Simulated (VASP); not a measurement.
Here is a VASP 6.6.1 calculation.

Contents of INCAR:

```
  ALGO = Fast
  EDIFF = 1E-6
  ENCUT = 520
  GGA = PS
  ISIF = 2
  ISMEAR = 0
  LASPH = T
  LCHARG = T
  LELF = T
  LREAL = F
  LVHAR = T
  LWAVE = F
  NBANDS = 9
  NELM = 100
  PREC = Accurate
  SIGMA = 0.15
```

KPOINTS

```
k-points
0
Gamma
  24 24 14
```

File POSCAR:

```
Be
1.0
    2.2995019849      0.0000000000      0.0000000000
   -1.1497509925      1.9914271350      0.0000000000
    0.0000000000      0.0000000000      3.6549135000
Be
2
Direct
    0.3333333333      0.6666666667      0.2500000000
    0.6666666667      0.3333333333      0.7500000000
```

Potentials or basis: VASP PAW PBE potentials, release 64 (Be).

Launch:

```console
$ cat potpaw_PBE.64/Be/POTCAR > POTCAR
$ mpirun -np 1 vasp_std > vasp.out
```

Task: Estimate the pressure.

Result: -7.1 GPa.

Task: Estimate the band gap on the k mesh.

Result: Zero (bands 2 and 3 overlap by 1.94 eV).

Stress tensor (GPa, compression positive):
```
-5.78  0.00  0.00
 0.00 -5.78  0.00
 0.00  0.00 -9.65
```

Caveat: the cell differs from its parent crystal (strain +0.000 along x and y, +0.015 along z); the cell stands under tension; the PAW data sets were made with another functional, which shifts forces and pressure a little.
